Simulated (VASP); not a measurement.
# La (P6/mmm) in VASP: notebook

The runs below take La through single point, relaxation of cell and atoms, with PBEsol.

All numbers are computed with VASP 6.6.1; they aren't measurements. Logs are shortened: lines on timing, memory, paths and dates and some standing lists are left out, and cuts for length are marked.

## 1. The cell of the first run

The structure is hexagonal, space group P6/mmm (No. 191). Conventional cell: a = 3.106 Å, b = 3.106 Å, c = 2.849 Å, α = 90.00°, β = 90.00°, γ = 120.00°. La (site symmetry 6/mmm) has 8 La at 2.85 to 3.11 Å within 3.8 Å.

## 2. Single point, PBEsol

INCAR

```
PREC = Accurate ; ENCUT = 520
EDIFF = 1E-6 ; ISMEAR = -1
SIGMA = 0.08 ; LREAL = False
LASPH = True ; NELM = 60
ALGO = Normal ; ISIF = 2
LWAVE = False ; LCHARG = False
GGA = PS ; NBANDS = 12
```

KPOINTS

```
regular mesh
0
Gamma
  14 14 13
```

POSCAR

```
La
1.0
    3.1055485866      0.0000000000      0.0000000000
   -1.5527742933      2.6894839687      0.0000000000
    0.0000000000      0.0000000000      2.8490601256
La
1
Direct
    0.0000000000      0.0000000000      0.0000000000
```

Potentials or basis: VASP PAW PBE potentials, release 64 (La).

On the command line:

```
cat potpaw_PBE.64/La/POTCAR > POTCAR
mpirun -np 1 vasp_std > vasp.out
```

OUTCAR:

```text
PREC = Accurate
   ENCUT = 520
   EDIFF = 1E-6
   ISMEAR = -1
   LREAL = False
   LASPH = True
   NELM = 60
   ISIF = 2
   GGA = PS

 ion  position               nearest neighbor table
   1  0.000  0.000  0.000-

  LATTYP: Found a hexagonal cell.
 ALAT       =     3.1055485866
 C/A-ratio  =     0.9174096126

  Lattice vectors:

 A1 = (   3.1055485866,   0.0000000000,   0.0000000000)
 A2 = (  -1.5527742933,   2.6894839687,   0.0000000000)
 A3 = (   0.0000000000,   0.0000000000,   2.8490601256)

Analysis of symmetry for initial positions (statically):
=====================================================================
 Subroutine PRICEL returns:
 Original cell was already a primitive cell.

 Routine SETGRP: Setting up the symmetry group for a
 hexagonal supercell.

 Subroutine GETGRP returns: Found 24 space group operations
 (whereof 24 operations were pure point group operations)
 out of a pool of 24 trial point group operations.

The static configuration has the point symmetry D_6h.

Analysis of symmetry for dynamics (positions and initial velocities):
=====================================================================
 Subroutine PRICEL returns:
 Original cell was already a primitive cell.

 Routine SETGRP: Setting up the symmetry group for a
 hexagonal supercell.

 Subroutine GETGRP returns: Found 24 space group operations
 (whereof 24 operations were pure point group operations)
 out of a pool of 24 trial point group operations.

The dynamic configuration has the point symmetry D_6h.

 Subroutine INISYM returns: Found 24 space group operations
 (whereof 24 operations are pure point group operations),
 and found     1 'primitive' translations

----------------------------------------------------------------------------------------

                                     Primitive cell

  volume of cell :      23.7963

  direct lattice vectors                    reciprocal lattice vectors
     3.105548587  0.000000000  0.000000000     0.322004300  0.185909270  0.000000000
    -1.552774293  2.689483969  0.000000000     0.000000000  0.371818539  0.000000000
     0.000000000  0.000000000  2.849060126     0.000000000  0.000000000  0.350992944

  length of vectors
     3.105548587  3.105548587  2.849060126     0.371818539  0.371818539  0.350992944

  position of ions in fractional coordinates (direct lattice)
     0.000000000  0.000000000  0.000000000
[... 75 lines left out ...]
   NELM   =     60;   NELMIN=  2; NELMDL= -5     # of ELM steps
   EDIFF  = 0.1E-05   stopping-criterion for ELM
   LREAL  =      F    real-space projection
   EDIFFG = 0.1E-04   stopping-criterion for IOM
   NSW    =      0    number of steps for IOM
   IBRION =     -1    ionic relax: 0-MD 1-quasi-New 2-CG
   NFREE  =      0    steps in history (QN), initial steepest desc. (CG)
   ISIF   =      2    stress and relaxation
   ISYM   =      2    0-nonsym 1-usesym 2-fastsym
   POTIM  = 0.5000    time-step for ionic-motion
   TEBEG  =    0.0;   TEEND  =   0.0 temperature during run
   PSTRESS=    0.0 pullay stress
   NELECT =      11.0000    total number of electrons
   NUPDOWN=      -1.0000    fix difference up-down
   EMIN   =  10.00;   EMAX   =-10.00  energy-range for DOS
   EFERMI =   0.00;   METHOD = LEGACY
   ISMEAR =    -1;   SIGMA  =   0.08  broadening in eV -4-tet -1-fermi 0-gaus
   EFERMI_NEDOS =   21; number of points for ismear=-14 and -15
   IALGO  =     38    algorithm
   IMIX   =      4    mixing-type and parameters
     AMIX     =   0.40;   BMIX     =  1.00
     AMIX_MAG =   1.60;   BMIX_MAG =  1.00
  volume/ion in A,a.u.               =      23.80       160.59
  Fermi-wavevector in a.u.,A,eV,Ry     =   1.265813  2.392039 21.800365  1.602282
  Thomas-Fermi vector in A             =   2.399046
   LORBIT       =      0    0 simple, 1 ext, 2 COOP (PROOUT), +10 PAW based schemes
   GGA     = PS    functional components
   LHFCALC =     F    Hartree Fock is set to
   AEXX    =    0.0000 exact exchange contribution
   IVDW    =     0    specifies the selected vdW correction
   LEPSILON=     F    determine dielectric tensor
   LRPA    =     F    only Hartree local field effects (RPA)
 non-spin polarized calculation
  energy-cutoff  :      520.00
  volume of cell :       23.80
 maximum number of plane-waves:       656
 NGX is ok and might be reduce to    24
   NGX = 11   NGY = 11   NGZ = 11

 number of electron      10.9999999 magnetization

 Free energy of the ion-electron system (eV)
  ---------------------------------------------------
  ext. energy  EPLUGINS =         0.00000000
  ---------------------------------------------------
  free energy    TOTEN  =        -4.68162970 eV

  energy without entropy =       -4.65314131  energy(sigma->0) =       -4.66738551

 E-fermi :  12.8357     XC(G=0): -11.6201

 val. band max:       12.8314741380   @ k =   0.3571   0.0714   0.0000
 cond. band min:      12.8494877060   @ k =   0.4286   0.0714   0.1538
 fundamental gap:      0.0180135680
 Fermi energy:        12.8357436323

 k-point     1 :       0.0000    0.0000    0.0000
  band No.  band energies     occupation
      1     -20.3909      2.00000
      2      -1.4008      2.00000
      3      -1.4008      2.00000
      4      -1.0328      2.00000
      5      10.6331      2.00000
      6      11.1036      2.00000
      7      14.2008      0.00000
      8      14.6074      0.00000
      9      14.6074      0.00000
     10      15.8156      0.00000
     11      15.8156      0.00000
     12      16.2230      0.00000
[... 331 lines left out ...]
 k-point    24 :       0.3571    0.2857    0.0000
  band No.  band energies     occupation
      1     -19.3307      2.00000
      2      -5.0453      2.00000
      3      -4.4333      2.00000
      4      -0.2848      2.00000
      5      13.4346      0.00112
      6      14.1903      0.00000
      7      14.7471      0.00000
      8      14.9858      0.00000
      9      15.4214      0.00000
     10      15.7199      0.00000
     11      16.0665      0.00000
     12      16.1667      0.00000

 [... further k-points ...]
[... 5 lines left out ...]
  --------------------------------------------------------------------------------------
  -------------------------------------------------------------------------------------
  Total        2.5765498      2.5765498      2.5580810      0.0000000      0.0000000     -0.0000000
  in kB      173.4763301    173.4763301    172.2328404      0.0000000      0.0000000     -0.0000000
  external PRESSURE =     173.0618336 kB  Pullay stress =       0.0000000 kB

 VOLUME and BASIS-vectors are now :
 -----------------------------------------------------------------------------
  energy-cutoff  :      520.00
  volume of cell :       23.80
      direct lattice vectors                 reciprocal lattice vectors
     3.105548587  0.000000000  0.000000000     0.322004300  0.185909270  0.000000000
    -1.552774293  2.689483969  0.000000000     0.000000000  0.371818539  0.000000000
     0.000000000  0.000000000  2.849060126     0.000000000  0.000000000  0.350992944

 POSITION                                       TOTAL-FORCE (eV/Angst)
 -----------------------------------------------------------------------------------
      0.00000      0.00000      0.00000         0.000000      0.000000      0.000000
 -----------------------------------------------------------------------------------
    total drift:                               -0.000000      0.000000      0.000000

  FREE ENERGIE OF THE ION-ELECTRON SYSTEM (eV)
  ---------------------------------------------------
  free  energy   TOTEN  =        -4.6816297024 eV

  energy  without entropy=       -4.6531413123  energy(sigma->0) =       -4.66738551
```

OSZICAR:

```text
N       E                     dE             d eps       ncg     rms          rms(c)
DAV:   1     0.801308801967E+02    0.80131E+02   -0.39125E+03  4264   0.129E+03
DAV:   2     0.348082618990E+00   -0.79783E+02   -0.74862E+02  4916   0.195E+02
DAV:   3    -0.462006172867E+01   -0.49681E+01   -0.47213E+01  6040   0.721E+01
DAV:   4    -0.480722377507E+01   -0.18716E+00   -0.18439E+00  7496   0.101E+01
DAV:   5    -0.481407018437E+01   -0.68464E-02   -0.68250E-02  6840   0.175E+00    0.524E+00
DAV:   6    -0.473034863764E+01    0.83722E-01   -0.14732E-02  7272   0.900E-01    0.307E+00
DAV:   7    -0.468161805332E+01    0.48731E-01   -0.22551E-02  6956   0.111E+00    0.154E-01
DAV:   8    -0.468154987516E+01    0.68178E-04   -0.75301E-04  6628   0.270E-01    0.364E-02
DAV:   9    -0.468161092999E+01   -0.61055E-04   -0.90258E-05  6912   0.956E-02    0.140E-02
DAV:  10    -0.468162563232E+01   -0.14702E-04   -0.23590E-05  5732   0.391E-02    0.750E-03
DAV:  11    -0.468162950337E+01   -0.38710E-05   -0.14560E-05  6700   0.256E-02    0.600E-03
DAV:  12    -0.468162970237E+01   -0.19900E-06   -0.82957E-07  4832   0.790E-03
   1 F= -.46816297E+01 E0= -.46673855E+01  d E =-.284884E-01
```

stdout:

```text
POSCAR found type information on POSCAR La
 POSCAR found :  1 types and       1 ions
 scaLAPACK will be used
 -----------------------------------------------------------------------------
|                                                                             |
|                                                                             |
|     You enforced a specific xc type in the INCAR file but a different       |
|     I HOPE YOU KNOW WHAT YOU ARE DOING!                                     |
|                                                                             |
 -----------------------------------------------------------------------------

 LDA part: xc-table for (Slater+PW92), standard interpolation
 POSCAR, INCAR and KPOINTS ok, starting setup
 FFT: planning ... GRIDC
 FFT: planning ... GRID_SOFT
 FFT: planning ... GRID
 WAVECAR not read
 entering main loop
```

Run time: 16 s. Hardware: 1 thread of Intel Xeon 6975P-C (Granite Rapids), shared host; peak memory 0.19 GiB.

Results:

- Free energy: -4.6816 eV
- Pressure: 17.3 GPa

Caveat: the PAW data sets were made with another functional, which shifts forces and pressure a little; spin-orbit coupling is left out, which moves the levels of the heavy elements.

[end of part 1 of 3]
